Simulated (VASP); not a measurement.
# SnO (C2/m) in VASP: further runs

Runs on SnO. Level: PBE. Tasks: single point.

Program: VASP 6.6.1. These are calculated values, not measurements. Logs are shortened: lines on timing, memory, paths and dates and some standing lists are left out, and cuts for length are marked.

**1. The cell of the first run**

The structure is monoclinic, space group C2/m (No. 12). The conventional cell has a = 5.470 Å, b = 5.470 Å, c = 5.067 Å, α = 90.00°, β = 90.00°, γ = 90.00°. Sn (site symmetry m) has 4 O at 2.24 to 2.27 Å within 3.0 Å. Within 3.0 Å of O (site symmetry 2) lie 4 Sn at 2.24 to 2.27 Å and 4 O at 2.73 to 2.74 Å.

**2. Single point, PBE (mode 4 (104.6 1/cm) frozen in, largest displacement +0.025 Å)**

The input, INCAR:

```
  PREC = Accurate
  ENCUT = 520
  EDIFF = 1E-6
  ISMEAR = 0
  SIGMA = 0.05
  LREAL = F
  LASPH = T
  NELM = 80
  ALGO = Normal
  ISIF = 2
  LWAVE = F
  LCHARG = T
  GGA = PE
  LELF = T
  LVHAR = T
  NBANDS = 28
```

The input, KPOINTS:

```
Automatic mesh
0
Gamma
  10 10 8
```

The input, POSCAR:

```
SnO
1.0
    3.8681707514      0.0000000000      0.0000000000
    0.0000000000      3.8681707514      0.0000000000
    0.0000000000      0.0000000000      5.0672768981
Sn O
2 2
Direct
    0.0045700334      0.5045700334      0.2287361932
    0.4954299666     -0.0045700334      0.7712638068
   -0.0004787003      0.0004787003      0.0000000000
    0.5004787003      0.4995212997      0.0000000000
```

Potentials or basis: VASP PAW PBE potentials, release 64 (Sn_d, O).

Command:

```sh
$ cat potpaw_PBE.64/Sn_d/POTCAR potpaw_PBE.64/O/POTCAR > POTCAR
$ mpirun -np 1 vasp_std > vasp.out
```

OUTCAR:

```text
PREC = Accurate
   ENCUT = 520
   EDIFF = 1E-6
   ISMEAR = 0
   LREAL = F
   LASPH = T
   NELM = 80
   ISIF = 2
   GGA = PE

 ion  position               nearest neighbor table
   1  0.005  0.505  0.229-   3 2.24   4 2.24   3 2.27   4 2.27   2 3.55   2 3.59   2 3.59   2 3.62

   2  0.495  0.995  0.771-   3 2.24   4 2.24   3 2.27   4 2.27   1 3.55   1 3.59   1 3.59   1 3.62

   3  1.000  0.000  0.000-   1 2.24   2 2.24   1 2.27   2 2.27
   4  0.500  0.500  0.000-   1 2.24   2 2.24   1 2.27   2 2.27

  LATTYP: Found a simple tetragonal cell.
 ALAT       =     3.8681707514
 C/A-ratio  =     1.3099930752

  Lattice vectors:

 A1 = (   3.8681707514,   0.0000000000,   0.0000000000)
 A2 = (   0.0000000000,   3.8681707514,   0.0000000000)
 A3 = (   0.0000000000,   0.0000000000,   5.0672768981)

Analysis of symmetry for initial positions (statically):
=====================================================================
 Subroutine PRICEL returns:
 Original cell was already a primitive cell.

 Routine SETGRP: Setting up the symmetry group for a
 simple tetragonal supercell.

 Subroutine GETGRP returns: Found  4 space group operations
 (whereof  2 operations were pure point group operations)
 out of a pool of 16 trial point group operations.

The static configuration has the point symmetry C_2 .
 The point group associated with its full space group is C_2h.

Analysis of symmetry for dynamics (positions and initial velocities):
=====================================================================
 Subroutine PRICEL returns:
 Original cell was already a primitive cell.

 Routine SETGRP: Setting up the symmetry group for a
 simple tetragonal supercell.

 Subroutine GETGRP returns: Found  4 space group operations
 (whereof  2 operations were pure point group operations)
 out of a pool of 16 trial point group operations.

The dynamic configuration has the point symmetry C_2 .
 The point group associated with its full space group is C_2h.

 Subroutine INISYM returns: Found  4 space group operations
 (whereof  2 operations are pure point group operations),
 and found     1 'primitive' translations

----------------------------------------------------------------------------------------

                                     Primitive cell

  volume of cell :      75.8204

  direct lattice vectors                    reciprocal lattice vectors
     3.868170751  0.000000000  0.000000000     0.258520129  0.000000000  0.000000000
     0.000000000  3.868170751  0.000000000     0.000000000  0.258520129  0.000000000
     0.000000000  0.000000000  5.067276898     0.000000000  0.000000000  0.197344653

  length of vectors
     3.868170751  3.868170751  5.067276898     0.258520129  0.258520129  0.197344653

  position of ions in fractional coordinates (direct lattice)
     0.004570033  0.504570033  0.228736193
     0.495429967  0.995429967  0.771263807
     0.999521300  0.000478700  0.000000000
     0.500478700  0.499521300  0.000000000

  ion indices of the primitive-cell ions
   primitive index   ion index
                 1           1
                 2           2
                 3           3
                 4           4

----------------------------------------------------------------------------------------

 KPOINTS: Automatic mesh

Automatic generation of k-mesh.
 Grid dimensions read from file:
 generate k-points for:   10   10    8

 Generating k-lattice:

  Cartesian coordinates                     Fractional coordinates (reciprocal lattice)
     0.025852013  0.000000000  0.000000000     0.100000000  0.000000000  0.000000000
     0.000000000  0.025852013  0.000000000     0.000000000  0.100000000  0.000000000
     0.000000000  0.000000000  0.024668082     0.000000000  0.000000000  0.125000000

  Length of vectors
     0.025852013  0.025852013  0.024668082

  Shift w.r.t. Gamma in fractional coordinates (k-lattice)
     0.000000000  0.000000000  0.000000000

 Subroutine IBZKPT returns following result:
 ===========================================

 Found    227 irreducible k-points:

 Following reciprocal coordinates:
            Coordinates               Weight
  0.000000  0.000000  0.000000      1.000000
  0.100000  0.000000  0.000000      4.000000
  0.200000  0.000000  0.000000      4.000000
  0.300000  0.000000  0.000000      4.000000
  0.400000  0.000000  0.000000      4.000000
  0.500000  0.000000  0.000000      2.000000
[... 16 lines left out ...]
  0.300000  0.300000  0.000000      2.000000
 -0.300000  0.300000  0.000000      2.000000
 [... further k-points ...]
   k-points           NKPTS =    227   k-points in BZ     NKDIM =    227   number of bands    NBANDS=     28
   number of dos      NEDOS =    301   number of ions     NIONS =      4
   total plane-waves  NPLWV =  36000
   dimension x,y,z NGX =    30 NGY =   30 NGZ =   40
   dimension x,y,z NGXF=    60 NGYF=   60 NGZF=   80
   ions per type =               2   2
   NGX,Y,Z   is equivalent  to a cutoff of  12.89, 12.89, 13.12 a.u.
   NGXF,Y,Z  is equivalent  to a cutoff of  25.79, 25.79, 26.25 a.u.
 SYSTEM =  unknown system
   PREC   = accura    normal or accurate (medium, high low for compatibility)
   ISTART =      0    job   : 0-new  1-cont  2-samecut
   ICHARG =      2    charge: 1-file 2-atom 10-const
   ISPIN  =      1    spin polarized calculation?
   LNONCOLLINEAR =      F non collinear calculations
   LSORBIT =      F    spin-orbit coupling
   LASPH  =      T    aspherical Exc in radial PAW
   ENCUT  =  520.0 eV  38.22 Ry    6.18 a.u.   7.19  7.19  9.42*2*pi/ulx,y,z
   NELM   =     80;   NELMIN=  2; NELMDL= -5     # of ELM steps
   EDIFF  = 0.1E-05   stopping-criterion for ELM
   LREAL  =      F    real-space projection
   EDIFFG = 0.1E-04   stopping-criterion for IOM
   NSW    =      0    number of steps for IOM
   IBRION =     -1    ionic relax: 0-MD 1-quasi-New 2-CG
   NFREE  =      0    steps in history (QN), initial steepest desc. (CG)
   ISIF   =      2    stress and relaxation
   ISYM   =      2    0-nonsym 1-usesym 2-fastsym
   POTIM  = 0.5000    time-step for ionic-motion
   TEBEG  =    0.0;   TEEND  =   0.0 temperature during run
   PSTRESS=    0.0 pullay stress
   NELECT =      40.0000    total number of electrons
   NUPDOWN=      -1.0000    fix difference up-down
   EMIN   =  10.00;   EMAX   =-10.00  energy-range for DOS
   EFERMI =   0.00;   METHOD = LEGACY
   ISMEAR =     0;   SIGMA  =   0.05  broadening in eV -4-tet -1-fermi 0-gaus
   EFERMI_NEDOS =   21; number of points for ismear=-14 and -15
   IALGO  =     38    algorithm
   IMIX   =      4    mixing-type and parameters
     AMIX     =   0.40;   BMIX     =  1.00
     AMIX_MAG =   1.60;   BMIX_MAG =  1.00
  volume/ion in A,a.u.               =      18.96       127.92
  Fermi-wavevector in a.u.,A,eV,Ry     =   1.322816  2.499760 23.808057  1.749843
  Thomas-Fermi vector in A             =   2.452470
   LORBIT       =      0    0 simple, 1 ext, 2 COOP (PROOUT), +10 PAW based schemes
   GGA     = PE    functional components
   LHFCALC =     F    Hartree Fock is set to
   AEXX    =    0.0000 exact exchange contribution
   IVDW    =     0    specifies the selected vdW correction
   LEPSILON=     F    determine dielectric tensor
   LRPA    =     F    only Hartree local field effects (RPA)
 non-spin polarized calculation
 Gauss-broadening in eV      SIGMA  =   0.05
  energy-cutoff  :      520.00
  volume of cell :       75.82
 maximum number of plane-waves:      2060
 NGX is ok and might be reduce to    30
   NGX = 15   NGY = 15   NGZ = 19

 number of electron      40.0000012 magnetization

 Free energy of the ion-electron system (eV)
  ---------------------------------------------------
  ext. energy  EPLUGINS =         0.00000000
  ---------------------------------------------------
  free energy    TOTEN  =       -22.72289340 eV

  energy without entropy =      -22.72289340  energy(sigma->0) =      -22.72289340

 E-fermi :   6.4128     XC(G=0):  -9.8213

 val. band max:        6.1326370955   @ k =   0.1000   0.0000   0.0000
 cond. band min:       6.6398597989   @ k =   0.5000   0.5000   0.0000
 fundamental gap:      0.5072227034
 Fermi energy:         6.4128028038

 k-point     1 :       0.0000    0.0000    0.0000
  band No.  band energies     occupation
      1     -15.6097      2.00000
      2     -15.2461      2.00000
      3     -15.2417      2.00000
      4     -15.2387      2.00000
      5     -15.2105      2.00000
      6     -15.1962      2.00000
[... 20 lines left out ...]
     27      13.0901      0.00000
     28      13.5973      0.00000

 k-point     2 :       0.1000    0.0000    0.0000
  band No.  band energies     occupation
      1     -15.6046      2.00000
      2     -15.2451      2.00000
      3     -15.2404      2.00000
      4     -15.2372      2.00000
      5     -15.2117      2.00000
      6     -15.1936      2.00000
[... 20 lines left out ...]
     27      13.2708      0.00000
     28      14.3401      0.00000

 k-point     3 :       0.2000    0.0000    0.0000
  band No.  band energies     occupation
      1     -15.5899      2.00000
      2     -15.2738      2.00000
      3     -15.2361      2.00000
      4     -15.2330      2.00000
      5     -15.2147      2.00000
      6     -15.2136      2.00000
[... 20 lines left out ...]
     27      13.4719      0.00000
     28      15.8073      0.00000

 k-point     4 :       0.3000    0.0000    0.0000
  band No.  band energies     occupation
      1     -15.5667      2.00000
      2     -15.3500      2.00000
      3     -15.2312      2.00000
      4     -15.2257      2.00000
      5     -15.2182      2.00000
      6     -15.2100      2.00000
[... 578 lines left out ...]
     27      13.9904      0.00000
     28      14.0840      0.00000

 k-point    23 :       0.3000    0.3000    0.0000
  band No.  band energies     occupation
      1     -15.5564      2.00000
      2     -15.4452      2.00000
      3     -15.2271      2.00000
      4     -15.2182      2.00000
      5     -15.2161      2.00000
      6     -15.2104      2.00000
[... 20 lines left out ...]
     27      13.4071      0.00000
     28      14.4202      0.00000

 k-point    24 :      -0.3000    0.3000    0.0000
  band No.  band energies     occupation
      1     -15.5567      2.00000
      2     -15.4448      2.00000
      3     -15.2272      2.00000
      4     -15.2175      2.00000
      5     -15.2169      2.00000
      6     -15.2100      2.00000
[... 20 lines left out ...]
     27      13.4095      0.00000
     28      14.4169      0.00000

 [... further k-points ...]
[... 5 lines left out ...]
  --------------------------------------------------------------------------------------
  -------------------------------------------------------------------------------------
  Total        0.0975068      0.0975068      0.1203730      0.0035416     -0.1760634     -0.1760624
  in kB        2.0604377      2.0604377      2.5436288      0.0748392     -3.7204350     -3.7204141
  external PRESSURE =       2.2215014 kB  Pullay stress =       0.0000000 kB

 VOLUME and BASIS-vectors are now :
 -----------------------------------------------------------------------------
  energy-cutoff  :      520.00
  volume of cell :       75.82
      direct lattice vectors                 reciprocal lattice vectors
     3.868170751  0.000000000  0.000000000     0.258520129  0.000000000  0.000000000
     0.000000000  3.868170751  0.000000000     0.000000000  0.258520129  0.000000000
     0.000000000  0.000000000  5.067276898     0.000000000  0.000000000  0.197344653

 POSITION                                       TOTAL-FORCE (eV/Angst)
 -----------------------------------------------------------------------------------
      0.01768      1.95176      1.15907        -0.086962     -0.086962      0.082641
      1.91641      3.85049      3.90821         0.086962      0.086962     -0.082641
      3.86632      0.00185      0.00000        -0.001733      0.001733      0.000000
      1.93594      1.93223      0.00000         0.001733     -0.001733      0.000000
 -----------------------------------------------------------------------------------
    total drift:                                0.000000     -0.000000     -0.000000

  FREE ENERGIE OF THE ION-ELECTRON SYSTEM (eV)
  ---------------------------------------------------
  free  energy   TOTEN  =       -22.7228934048 eV

  energy  without entropy=      -22.7228934048  energy(sigma->0) =      -22.72289340
```

Run time: 2.9 min. Hardware: 1 thread of Intel Xeon 6975P-C (Granite Rapids), shared host; peak memory 0.47 GiB.

What came out:

| Quantity | Value |
| --- | --- |
| Free energy | -22.7229 eV |
| Pressure | 0.2 GPa |
| Largest force | 0.148 eV/Å |
| Band gap on the k mesh | 0.51 eV, indirect (least direct gap 1.91 eV) |

Forces on the atoms (eV/Å):
```
Sn  -0.087 -0.087  0.083
Sn   0.087  0.087 -0.083
O   -0.002  0.002  0.000
O    0.002 -0.002  0.000
```

Caveat: the cell differs from its parent crystal (mode 4 (104.6 1/cm) frozen in, largest displacement +0.025 Å); spin-orbit coupling is left out, which moves the levels of the heavy elements. A k mesh can miss the band edges.

(Part 1 of 2 ends here.)
